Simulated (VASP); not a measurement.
# AlGa2N3 (P3m1) in VASP: a series of runs

AlGa2N3 is run at these levels: PBE, r2SCAN; tasks: single point.

Everything below comes from runs of VASP 6.6.1. Logs are shortened: lines on timing, memory, paths and dates and some standing lists are left out, and cuts for length are marked.

## 1. The cell of the first run

It takes space group P3m1 (No. 156, trigonal). The conventional cell has a = 3.182 Å, b = 3.182 Å, c = 7.795 Å, α = 90.00°, β = 90.00°, γ = 120.00°. Al (site symmetry 3m) has 4 N at 1.90 to 1.93 Å within 2.5 Å. Ga (site symmetry 3m) has 4 N at 1.96 to 1.98 Å within 2.6 Å. Within 2.6 Å of Ga (site symmetry 3m) lie 4 N at 1.96 to 1.97 Å. N (site symmetry 3m) has 4 Ga at 1.96 to 1.97 Å within 2.6 Å. Within 2.5 Å of N (site symmetry 3m) lie 1 Al at 1.90 Å and 3 Ga at 1.96 Å. Within 2.6 Å of N (site symmetry 3m) lie 3 Al at 1.93 Å and 1 Ga at 1.98 Å.

## 2. Single point, PBE

Contents of INCAR:

```
SYSTEM = AlGa2N3
PREC = Accurate ; ENCUT = 520
EDIFF = 1E-6 ; ISMEAR = 0
SIGMA = 0.02 ; LREAL = .FALSE.
LASPH = .TRUE. ; NELM = 80
ALGO = Normal ; ISIF = 2
LWAVE = .FALSE. ; LCHARG = .TRUE.
GGA = PE ; LELF = .TRUE.
LVHAR = .TRUE. ; NBANDS = 31
```

Contents of KPOINTS:

```
Automatic mesh
0
G
  12 12 4
  0 0 0
```

Contents of POSCAR:

```
AlGa2N3
1.0
    3.1820026907      0.0000000000      0.0000000000
   -1.5910013454      2.7556951651      0.0000000000
    0.0000000000      0.0000000000      7.7952401171
Al Ga N
1 2 3
Direct
    0.6666666667      0.3333333333      0.3330794909
    0.0000000000      0.0000000000      0.0027618707
    0.3333333333      0.6666666667      0.6640674620
    0.3333333333      0.6666666667      0.9163214255
    0.6666666667      0.3333333333      0.5767867001
    0.0000000000      0.0000000000      0.2569830508
```

Potentials or basis: VASP PAW PBE potentials, release 64 (Al, Ga_d, N).

Launch:

```
$ cat potpaw_PBE.64/Al/POTCAR potpaw_PBE.64/Ga_d/POTCAR potpaw_PBE.64/N/POTCAR > POTCAR
$ mpirun -np 1 vasp_std > vasp.out
```

OUTCAR:

```text
SYSTEM = AlGa2N3
   PREC = Accurate
   ENCUT = 520
   EDIFF = 1E-6
   ISMEAR = 0
   LREAL = .FALSE.
   LASPH = .TRUE.
   NELM = 80
   ISIF = 2
   GGA = PE

 ion  position               nearest neighbor table
   1  0.667  0.333  0.333-   5 1.90   6 1.93   6 1.93   6 1.93
   2  0.000  0.000  0.003-   4 1.96   4 1.96   4 1.96   6 1.98
   3  0.333  0.667  0.664-   5 1.96   5 1.96   5 1.96   4 1.97
   4  0.333  0.667  0.916-   2 1.96   2 1.96   2 1.96   3 1.97
   5  0.667  0.333  0.577-   1 1.90   3 1.96   3 1.96   3 1.96
   6  0.000  0.000  0.257-   1 1.93   1 1.93   1 1.93   2 1.98

  LATTYP: Found a hexagonal cell.
 ALAT       =     3.1820026907
 C/A-ratio  =     2.4497905485

  Lattice vectors:

 A1 = (   3.1820026907,   0.0000000000,   0.0000000000)
 A2 = (  -1.5910013454,   2.7556951651,   0.0000000000)
 A3 = (   0.0000000000,   0.0000000000,   7.7952401171)

Analysis of symmetry for initial positions (statically):
=====================================================================
 Subroutine PRICEL returns:
 Original cell was already a primitive cell.

 Routine SETGRP: Setting up the symmetry group for a
 hexagonal supercell.

 Subroutine GETGRP returns: Found  6 space group operations
 (whereof  6 operations were pure point group operations)
 out of a pool of 24 trial point group operations.

The static configuration has the point symmetry C_3v.

Analysis of symmetry for dynamics (positions and initial velocities):
=====================================================================
 Subroutine PRICEL returns:
 Original cell was already a primitive cell.

 Routine SETGRP: Setting up the symmetry group for a
 hexagonal supercell.

 Subroutine GETGRP returns: Found  6 space group operations
 (whereof  6 operations were pure point group operations)
 out of a pool of 24 trial point group operations.

The dynamic configuration has the point symmetry C_3v.

 Subroutine INISYM returns: Found  6 space group operations
 (whereof  6 operations are pure point group operations),
 and found     1 'primitive' translations

----------------------------------------------------------------------------------------
[... 98 lines left out ...]
   LASPH  =      T    aspherical Exc in radial PAW
   ENCUT  =  520.0 eV  38.22 Ry    6.18 a.u.   5.92  5.92 14.49*2*pi/ulx,y,z
   NELM   =     80;   NELMIN=  2; NELMDL= -5     # of ELM steps
   EDIFF  = 0.1E-05   stopping-criterion for ELM
   LREAL  =      F    real-space projection
   EDIFFG = 0.1E-04   stopping-criterion for IOM
   NSW    =      0    number of steps for IOM
   IBRION =     -1    ionic relax: 0-MD 1-quasi-New 2-CG
   NFREE  =      0    steps in history (QN), initial steepest desc. (CG)
   ISIF   =      2    stress and relaxation
   ISYM   =      2    0-nonsym 1-usesym 2-fastsym
   POTIM  = 0.5000    time-step for ionic-motion
   TEBEG  =    0.0;   TEEND  =   0.0 temperature during run
   PSTRESS=    0.0 pullay stress
   NELECT =      44.0000    total number of electrons
   NUPDOWN=      -1.0000    fix difference up-down
   EMIN   =  10.00;   EMAX   =-10.00  energy-range for DOS
   EFERMI =   0.00;   METHOD = LEGACY
   ISMEAR =     0;   SIGMA  =   0.02  broadening in eV -4-tet -1-fermi 0-gaus
   EFERMI_NEDOS =   21; number of points for ismear=-14 and -15
   IALGO  =     38    algorithm
   IMIX   =      4    mixing-type and parameters
     AMIX     =   0.40;   BMIX     =  1.00
     AMIX_MAG =   1.60;   BMIX_MAG =  1.00
  volume/ion in A,a.u.               =      11.39        76.88
  Fermi-wavevector in a.u.,A,eV,Ry     =   1.413531  2.671186 27.185389  1.998070
  Thomas-Fermi vector in A             =   2.535167
   LORBIT       =      0    0 simple, 1 ext, 2 COOP (PROOUT), +10 PAW based schemes
   GGA     = PE    functional components
   LHFCALC =     F    Hartree Fock is set to
   AEXX    =    0.0000 exact exchange contribution
   IVDW    =     0    specifies the selected vdW correction
   LEPSILON=     F    determine dielectric tensor
   LRPA    =     F    only Hartree local field effects (RPA)
 non-spin polarized calculation
 Gauss-broadening in eV      SIGMA  =   0.02
  energy-cutoff  :      520.00
  volume of cell :       68.35
 maximum number of plane-waves:      1864
   NGX = 11   NGY = 11   NGZ = 29

 number of electron      44.0000005 magnetization

 Free energy of the ion-electron system (eV)
  ---------------------------------------------------
  ext. energy  EPLUGINS =         0.00000000
  ---------------------------------------------------
  free energy    TOTEN  =       -39.11749523 eV

  energy without entropy =      -39.11749523  energy(sigma->0) =      -39.11749523

 E-fermi :   5.5043     XC(G=0): -11.3112

 val. band max:        5.3581257758   @ k =   0.0000   0.0000   0.0000
 cond. band min:       7.5046945948   @ k =   0.0000   0.0000   0.0000
 fundamental gap:      2.1465688189
 Fermi energy:         5.5043277834

 k-point     1 :       0.0000    0.0000    0.0000
  band No.  band energies     occupation
      1     -10.2279      2.00000
      2      -9.5737      2.00000
      3      -9.0725      2.00000
      4      -7.9344      2.00000
      5      -7.9344      2.00000
      6      -7.8633      2.00000
[... 805 lines left out ...]
     30      15.9010      0.00000
     31      16.4270      0.00000

 [... further k-points ...]

------------------------ aborting loop because EDIFF is reached ----------------------------------------

  FORCE on cell =-STRESS in cart. coord.  units (eV):
  Direction    XX          YY          ZZ          XY          YZ          ZX
  --------------------------------------------------------------------------------------
  -------------------------------------------------------------------------------------
  Total       -0.0213715     -0.0213715     -0.0023517      0.0000000      0.0000000     -0.0000000
  in kB       -0.5009383     -0.5009383     -0.0551223      0.0000000      0.0000000     -0.0000000
  external PRESSURE =      -0.3523330 kB  Pullay stress =       0.0000000 kB

 VOLUME and BASIS-vectors are now :
 -----------------------------------------------------------------------------
  energy-cutoff  :      520.00
  volume of cell :       68.35
      direct lattice vectors                 reciprocal lattice vectors
     3.182002691  0.000000000  0.000000000     0.314267490  0.181442420  0.000000000
    -1.591001345  2.755695165  0.000000000     0.000000000  0.362884840  0.000000000
     0.000000000  0.000000000  7.795240117     0.000000000  0.000000000  0.128283412

 POSITION                                       TOTAL-FORCE (eV/Angst)
 -----------------------------------------------------------------------------------
      1.59100      0.91857      2.59643         0.000000     -0.000000      0.003237
      0.00000      0.00000      0.02153         0.000000     -0.000000     -0.005245
     -0.00000      1.83713      5.17657        -0.000000      0.000000     -0.002090
     -0.00000      1.83713      7.14295        -0.000000      0.000000      0.002826
      1.59100      0.91857      4.49619         0.000000     -0.000000     -0.018024
      0.00000      0.00000      2.00324         0.000000     -0.000000      0.019296
 -----------------------------------------------------------------------------------
    total drift:                                0.000001     -0.000002      0.000077

  FREE ENERGIE OF THE ION-ELECTRON SYSTEM (eV)
  ---------------------------------------------------
  free  energy   TOTEN  =       -39.1174952281 eV

  energy  without entropy=      -39.1174952281  energy(sigma->0) =      -39.11749523
```

stdout:

```text
POSCAR found type information on POSCAR AlGaN
 POSCAR found :  3 types and       6 ions
 scaLAPACK will be used
 LDA part: xc-table for (Slater+PW92), standard interpolation
 POSCAR, INCAR and KPOINTS ok, starting setup
 FFT: planning ... GRIDC
 FFT: planning ... GRID_SOFT
 FFT: planning ... GRID
 WAVECAR not read
 entering main loop
```

Wall time 1.7 min (1 thread of Intel Xeon 6975P-C, shared host); peak memory 0.26 GiB.

What came out:

```
Free energy            : -39.1175 eV
Pressure               : 0.0 GPa
Largest force          : 0.019 eV/Å
Band gap on the k mesh : 2.15 eV, direct
```

Forces on the atoms (eV/Å):
```
Al   0.000  0.000  0.003
Ga   0.000  0.000 -0.005
Ga   0.000  0.000 -0.002
N    0.000  0.000  0.003
N    0.000  0.000 -0.018
N    0.000  0.000  0.019
```

## 3. Single point, r2SCAN

POSCAR is that of step 2.

Contents of INCAR.step1:

```
SYSTEM = AlGa2N3
PREC = Accurate
ENCUT = 520
ISMEAR = 0
SIGMA = 0.02
LREAL = .False.
LASPH = .True.
NELM = 60
NBANDS = 31
GGA = PE
ALGO = Normal
EDIFF = 1E-4
LWAVE = .True.
LCHARG = .False.
```

Contents of INCAR.step2:

```
SYSTEM = AlGa2N3
PREC = Accurate
ENCUT = 520
EDIFF = 1E-7
ISMEAR = 0
SIGMA = 0.02
LREAL = .False.
LASPH = .True.
NELM = 60
ALGO = Normal
ISIF = 2
LWAVE = .False.
LCHARG = .False.
METAGGA = R2SCAN
LMIXTAU = .True.
NBANDS = 31
ISTART = 1
```

Contents of KPOINTS:

```
regular mesh
0
Gamma
  12 12 4
  0 0 0
```

Potentials or basis: VASP PAW PBE potentials, release 64 (Al, Ga_d, N).

Launch:

```
$ cat potpaw_PBE.64/Al/POTCAR potpaw_PBE.64/Ga_d/POTCAR potpaw_PBE.64/N/POTCAR > POTCAR
$ cp INCAR.step1 INCAR
$ mpirun -np 1 vasp_std > vasp.out
$ cp INCAR.step2 INCAR
$ mpirun -np 1 vasp_std > vasp.out
```

OUTCAR:

```text
SYSTEM = AlGa2N3
   PREC = Accurate
   ENCUT = 520
   EDIFF = 1E-7
   ISMEAR = 0
   LREAL = .False.
   LASPH = .True.
   NELM = 60
   ISIF = 2
   METAGGA = R2SCAN
   ISTART = 1

 ion  position               nearest neighbor table
   1  0.667  0.333  0.333-   5 1.90   6 1.93   6 1.93   6 1.93
   2  0.000  0.000  0.003-   4 1.96   4 1.96   4 1.96   6 1.98
   3  0.333  0.667  0.664-   5 1.96   5 1.96   5 1.96   4 1.97
   4  0.333  0.667  0.916-   2 1.96   2 1.96   2 1.96   3 1.97
   5  0.667  0.333  0.577-   1 1.90   3 1.96   3 1.96   3 1.96
   6  0.000  0.000  0.257-   1 1.93   1 1.93   1 1.93   2 1.98

  LATTYP: Found a hexagonal cell.
 ALAT       =     3.1820026907
 C/A-ratio  =     2.4497905485

  Lattice vectors:

 A1 = (   3.1820026907,   0.0000000000,   0.0000000000)
 A2 = (  -1.5910013454,   2.7556951651,   0.0000000000)
 A3 = (   0.0000000000,   0.0000000000,   7.7952401171)

Analysis of symmetry for initial positions (statically):
=====================================================================
 Subroutine PRICEL returns:
 Original cell was already a primitive cell.

 Routine SETGRP: Setting up the symmetry group for a
 hexagonal supercell.

 Subroutine GETGRP returns: Found  6 space group operations
 (whereof  6 operations were pure point group operations)
 out of a pool of 24 trial point group operations.

The static configuration has the point symmetry C_3v.

Analysis of symmetry for dynamics (positions and initial velocities):
=====================================================================
 Subroutine PRICEL returns:
 Original cell was already a primitive cell.

 Routine SETGRP: Setting up the symmetry group for a
 hexagonal supercell.

 Subroutine GETGRP returns: Found  6 space group operations
 (whereof  6 operations were pure point group operations)
 out of a pool of 24 trial point group operations.

The dynamic configuration has the point symmetry C_3v.

[... 128 lines left out ...]
  Fermi-wavevector in a.u.,A,eV,Ry     =   1.413531  2.671186 27.185389  1.998070
  Thomas-Fermi vector in A             =   2.535167
   LORBIT       =      0    0 simple, 1 ext, 2 COOP (PROOUT), +10 PAW based schemes
   METAGGA = R2SCAN    functional components
   LHFCALC =     F    Hartree Fock is set to
   AEXX    =    0.0000 exact exchange contribution
   IVDW    =     0    specifies the selected vdW correction
   LEPSILON=     F    determine dielectric tensor
   LRPA    =     F    only Hartree local field effects (RPA)
 non-spin polarized calculation
 Gauss-broadening in eV      SIGMA  =   0.02
  energy-cutoff  :      520.00
  volume of cell :       68.35
 maximum number of plane-waves:      1864
   NGX = 11   NGY = 11   NGZ = 29

 number of electron      44.0000005 magnetization

 Free energy of the ion-electron system (eV)
  ---------------------------------------------------
  ext. energy  EPLUGINS =         0.00000000
  ---------------------------------------------------
  free energy    TOTEN  =       -62.91566300 eV

  energy without entropy =      -62.91566300  energy(sigma->0) =      -62.91566300

 E-fermi :   5.1910     XC(G=0): -12.1155

 val. band max:        5.1064305220   @ k =   0.0000   0.0000   0.0000
 cond. band min:       7.6996025382   @ k =   0.0000   0.0000   0.0000
 fundamental gap:      2.5931720162
 Fermi energy:         5.1909732100

 k-point     1 :       0.0000    0.0000    0.0000
  band No.  band energies     occupation
      1     -11.2753      2.00000
      2     -10.5767      2.00000
      3     -10.0860      2.00000
      4      -8.5695      2.00000
      5      -8.5695      2.00000
      6      -8.4905      2.00000
[... 805 lines left out ...]
     30      16.4736      0.00000
     31      16.8949      0.00000

 [... further k-points ...]

------------------------ aborting loop because EDIFF is reached ----------------------------------------

  FORCE on cell =-STRESS in cart. coord.  units (eV):
  Direction    XX          YY          ZZ          XY          YZ          ZX
  --------------------------------------------------------------------------------------
  -------------------------------------------------------------------------------------
  Total       -2.1661428     -2.1661428     -2.1643752      0.0000000      0.0000000      0.0000000
  in kB      -50.7734233    -50.7734233    -50.7319929      0.0000000      0.0000000      0.0000000
  external PRESSURE =     -50.7596132 kB  Pullay stress =       0.0000000 kB

 VOLUME and BASIS-vectors are now :
 -----------------------------------------------------------------------------
  energy-cutoff  :      520.00
  volume of cell :       68.35
      direct lattice vectors                 reciprocal lattice vectors
     3.182002691  0.000000000  0.000000000     0.314267490  0.181442420  0.000000000
    -1.591001345  2.755695165  0.000000000     0.000000000  0.362884840  0.000000000
     0.000000000  0.000000000  7.795240117     0.000000000  0.000000000  0.128283412

 POSITION                                       TOTAL-FORCE (eV/Angst)
 -----------------------------------------------------------------------------------
      1.59100      0.91857      2.59643         0.000000      0.000000      0.035868
      0.00000      0.00000      0.02153         0.000000     -0.000000     -0.025899
     -0.00000      1.83713      5.17657        -0.000000      0.000000     -0.010718
     -0.00000      1.83713      7.14295         0.000000      0.000000      0.015587
      1.59100      0.91857      4.49619         0.000000      0.000000      0.001575
      0.00000      0.00000      2.00324         0.000000      0.000000     -0.016412
 -----------------------------------------------------------------------------------
    total drift:                                0.000037     -0.000017     -0.015671

  FREE ENERGIE OF THE ION-ELECTRON SYSTEM (eV)
  ---------------------------------------------------
  free  energy   TOTEN  =       -62.9156629978 eV

  energy  without entropy=      -62.9156629978  energy(sigma->0) =      -62.91566300
```

OUTCAR.step1:

```text
SYSTEM = AlGa2N3
   PREC = Accurate
   ENCUT = 520
   ISMEAR = 0
   LREAL = .False.
   LASPH = .True.
   NELM = 60
[... 1052 lines left out ...]
     -0.00000      1.83713      7.14295         0.000000     -0.000000      0.002559
      1.59100      0.91857      4.49619        -0.000000     -0.000000     -0.018029
      0.00000      0.00000      2.00324         0.000000     -0.000000      0.019803
 -----------------------------------------------------------------------------------
    total drift:                                0.000001     -0.000002      0.003751

  FREE ENERGIE OF THE ION-ELECTRON SYSTEM (eV)
  ---------------------------------------------------
  free  energy   TOTEN  =       -39.1174877957 eV

  energy  without entropy=      -39.1174877957  energy(sigma->0) =      -39.11748780
```

OSZICAR.step1:

```text
N       E                     dE             d eps       ncg     rms          rms(c)
DAV:   1     0.382120998880E+03    0.38212E+03   -0.20948E+04  4970   0.230E+03
DAV:   2     0.135996291995E+02   -0.36852E+03   -0.34384E+03  4705   0.546E+02
DAV:   3    -0.425625377988E+02   -0.56162E+02   -0.54980E+02  4833   0.156E+02
DAV:   4    -0.454038629328E+02   -0.28413E+01   -0.28278E+01  5812   0.386E+01
DAV:   5    -0.454634688416E+02   -0.59606E-01   -0.59581E-01  4856   0.533E+00    0.138E+01
DAV:   6    -0.389567035663E+02    0.65068E+01   -0.18610E+01  7030   0.525E+01    0.400E+00
DAV:   7    -0.391486812553E+02   -0.19198E+00   -0.26459E+00  4950   0.106E+01    0.345E+00
DAV:   8    -0.391384202015E+02    0.10261E-01   -0.29722E-01  7208   0.655E+00    0.833E-01
DAV:   9    -0.391167871950E+02    0.21633E-01   -0.88975E-02  7321   0.452E+00    0.405E-01
DAV:  10    -0.391173161991E+02   -0.52900E-03   -0.85905E-03  5071   0.588E-01    0.216E-01
DAV:  11    -0.391174798218E+02   -0.16362E-03   -0.83700E-04  6186   0.280E-01    0.615E-02
DAV:  12    -0.391174877957E+02   -0.79739E-05   -0.14829E-04  3712   0.998E-02
   1 F= -.39117488E+02 E0= -.39117488E+02  d E =-.627506E-30
```

Wall time 7.6 min (1 thread of Intel Xeon 6975P-C, shared host); peak memory 0.28 GiB.

What came out:

```
Free energy            : -62.9157 eV
Pressure               : -5.1 GPa
Largest force          : 0.036 eV/Å
Band gap on the k mesh : 2.59 eV, direct
```

Forces on the atoms (eV/Å):
```
Al   0.000  0.000  0.036
Ga   0.000  0.000 -0.026
Ga   0.000  0.000 -0.011
N    0.000  0.000  0.016
N    0.000  0.000  0.002
N    0.000  0.000 -0.016
```

Levels at points of the mesh, in eV from the valence-band top:
```csv
k point,band 18,band 19,band 20,band 21,band 22,band 23,band 24,band 25,band 26,band 27
"(0.00, 0.00, 0.00)",-0.55,-0.55,-0.14,0.00,0.00,2.59,5.20,6.06,9.35,9.81
"(0.50, 0.00, 0.00)",-2.54,-2.27,-2.06,-1.47,-1.31,3.68,6.39,6.77,7.38,8.12
"(0.00, 0.00, 0.50)",-1.15,-0.44,-0.44,-0.08,-0.08,3.95,4.35,6.03,9.42,10.18
"(0.50, 0.00, 0.50)",-3.10,-2.26,-2.12,-0.96,-0.92,4.79,5.08,5.60,8.05,8.94
```

Caveat: the PAW data sets were made with another functional, which shifts forces and pressure a little. r2SCAN opens gaps a little over a GGA but as a rule still falls short of measured ones.
